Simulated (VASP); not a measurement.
# Hg2O: single point with PBE

Hg2O:

```xyz
6
Lattice="5.3963 0.0000 0.0000 0.0000 5.9969 0.0000 0.0000 0.0000 3.5851" Properties=species:S:1:pos:R:3 pbc="T T T"
Hg    1.1389    2.2130    0.0000
Hg    4.2574    3.7839    0.0000
Hg    3.8370    0.7855    1.7926
Hg    1.5592    5.2114    1.7926
O     0.0000    0.0000    0.0000
O     2.6981    2.9984    1.7926
```

```yaml
Program: VASP 6.6.1
Task: single point
Functional: PBE
Potentials_or_basis: VASP PAW PBE potentials, release 64 (Hg, O)
Cutoff: 520 eV
k_mesh: 4 × 4 × 6
Occupations: gaussian, width 0.1 eV
Spin: no spin polarisation
Dipole_correction: no
Further_INCAR_settings: ALGO = Normal; EDIFF = 1e-07; NBANDS = 39
```

```
Pressure               : 0.5 GPa
Largest force          : 0.036 eV/Å
Band gap on the k mesh : 0.14 eV (least direct gap 0.67 eV)
```

Forces on the atoms (eV/Å):
```
Hg   0.036  0.001  0.000
Hg  -0.036 -0.001  0.000
Hg   0.036 -0.001  0.000
Hg  -0.036  0.001  0.000
O    0.000  0.000  0.000
O    0.000  0.000  0.000
```

Stress tensor (GPa, compression positive):
```
0.74 0.00 0.00
0.00 0.51 0.00
0.00 0.00 0.19
```

Levels at points of the mesh, in eV from the valence-band top:
| k point | band 27 | band 28 | band 29 | band 30 | band 31 | band 32 | band 33 | band 34 |
| --- | --- | --- | --- | --- | --- | --- | --- | --- |
| (0.00, 0.00, 0.00) | -2.32 | -2.06 | -1.70 | -1.10 | 1.96 | 2.26 | 2.39 | 4.42 |
| (0.50, 0.00, 0.00) | -1.47 | -1.47 | -1.10 | -1.10 | 0.91 | 0.91 | 2.74 | 2.74 |
| (0.00, 0.50, 0.00) | -1.53 | -1.53 | -1.14 | -1.14 | 1.75 | 1.75 | 3.05 | 3.05 |
| (0.50, 0.50, 0.00) | -1.84 | -1.84 | -1.44 | -1.44 | 0.15 | 0.15 | 5.96 | 5.96 |
| (0.00, 0.00, 0.50) | -2.12 | -2.12 | -0.37 | -0.37 | 1.65 | 1.65 | 2.54 | 2.54 |
| (0.50, 0.00, 0.50) | -2.15 | -2.15 | -2.03 | -2.03 | 2.36 | 2.36 | 3.45 | 3.45 |
| (0.00, 0.50, 0.50) | -2.14 | -2.14 | -0.22 | -0.22 | 0.75 | 0.75 | 2.67 | 2.67 |
| (0.50, 0.50, 0.50) | -2.88 | -2.88 | -0.29 | -0.29 | 1.83 | 1.83 | 2.56 | 2.56 |

Run time: 4.3 min on 1 thread of AMD EPYC 7R13, with other jobs on the host, peak memory 0.26 GiB.

Caveat: spin-orbit coupling is left out, which moves the levels of the heavy elements. A k mesh can miss the band edges.
